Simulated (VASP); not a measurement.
Wanted: the native input for a VASP 6.6.1 run.

```
Task                   : single point
Functional             : r2SCAN
Potentials or basis    : VASP PAW PBE potentials, release 64 (Co)
Cutoff                 : 520 eV
k mesh                 : 18 × 18 × 10
Occupations            : gaussian, width 0.1 eV
Spin                   : collinear spin, ferromagnetic start
Starting moments       : [2.1, 2.1] μB
Dipole correction      : no
Further INCAR settings : ALGO = Normal; EDIFF = 1e-06; NBANDS = 20
```

Crystal: Co.

```
Co
1.0
     2.47301    0.00000    0.00000
    -1.23650    2.14169    0.00000
     0.00000    0.00000    4.03463
Co
2
Cartesian
  1.2365 0.7139 1.0358
  0.0000 1.4278 2.9988
```

One way to write it, as run:

POSCAR

```
Co
1.0
    2.4730079810      0.0000000000      0.0000000000
   -1.2365039905      2.1416877353      0.0000000000
    0.0000000000      0.0000000000      4.0346288428
Co
2
Direct
    0.6666666667      0.3333333333      0.2567336451
    0.3333333333      0.6666666667      0.7432663549
```

INCAR.step1

```
SYSTEM = Co
PREC = Accurate ; ENCUT = 520
ISMEAR = 0 ; SIGMA = 0.1
LREAL = .False. ; LASPH = .True.
NELM = 150 ; ISPIN = 2
MAGMOM = 2.1 2.1 ; LMAXMIX = 4
NBANDS = 20 ; GGA = PE
ALGO = Normal ; EDIFF = 1E-4
LWAVE = .True. ; LCHARG = .False.
```

INCAR.step2

```
SYSTEM = Co
PREC = Accurate ; ENCUT = 520
EDIFF = 1E-6 ; ISMEAR = 0
SIGMA = 0.1 ; LREAL = .False.
LASPH = .True. ; NELM = 150
ALGO = Normal ; ISIF = 2
LWAVE = .False. ; LCHARG = .False.
ISPIN = 2 ; MAGMOM = 2.1 2.1
LORBIT = 11 ; LMAXMIX = 4
METAGGA = R2SCAN ; LMIXTAU = .True.
NBANDS = 20 ; ISTART = 1
```

KPOINTS

```
regular mesh
0
Gamma
  18 18 10
  0 0 0
```

Potentials or basis: VASP PAW PBE potentials, release 64 (Co).

Run with:

```sh
$ cat potpaw_PBE.64/Co/POTCAR > POTCAR
$ cp INCAR.step1 INCAR
$ mpirun -np 1 vasp_std > vasp.out
$ cp INCAR.step2 INCAR
$ mpirun -np 1 vasp_std > vasp.out
```

It gave:

| Property | Result |
| --- | --- |
| Pressure | -0.1 GPa |
| Largest force | 0.008 eV/Å |
| Net moment | 3.53 μB per cell |
| Site moments | Co +1.82 μB |
| Valence electrons inside the program's atomic spheres | Co 8.33 |

Caveat: the PAW data sets were made with another functional, which shifts forces and pressure a little.

Run time: 13 min on 1 thread of Intel Xeon 8259CL, with other jobs on the host, peak memory 0.3 GiB.
